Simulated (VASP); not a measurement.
Input of a VASP 6.6.1 run:

File INCAR:

```
  ALGO = Normal
  EDIFF = 1E-6
  ENCUT = 520
  GGA = PE
  ISIF = 2
  ISMEAR = -1
  LASPH = True
  LCHARG = True
  LELF = True
  LREAL = False
  LVHAR = True
  LWAVE = False
  NBANDS = 15
  NELM = 80
  PREC = Accurate
  SIGMA = 0.03
```

File KPOINTS:

```
k-points
0
Gamma
  9 9 9
```

File POSCAR:

```
KF
1.0
    0.0000000000      1.9686359119      1.9686359119
    1.9686359119      0.0000000000      1.9686359119
    1.9686359119      1.9686359119      0.0000000000
K F
1 1
Direct
    0.0000000000      0.0000000000      0.0000000000
    0.5000000000      0.5000000000      0.5000000000
```

Potentials or basis: VASP PAW PBE potentials, release 64 (K_sv, F).

The run is started by

```console
$ cat potpaw_PBE.64/K_sv/POTCAR potpaw_PBE.64/F/POTCAR > POTCAR
$ mpirun -np 1 vasp_std > vasp.out
```

(1) What does it give for the pressure?

(2) Estimate the band gap on the k mesh.

## Answers

(1) 297.0 GPa.

(2) 3.91 eV, indirect (least direct gap 4.15 eV).
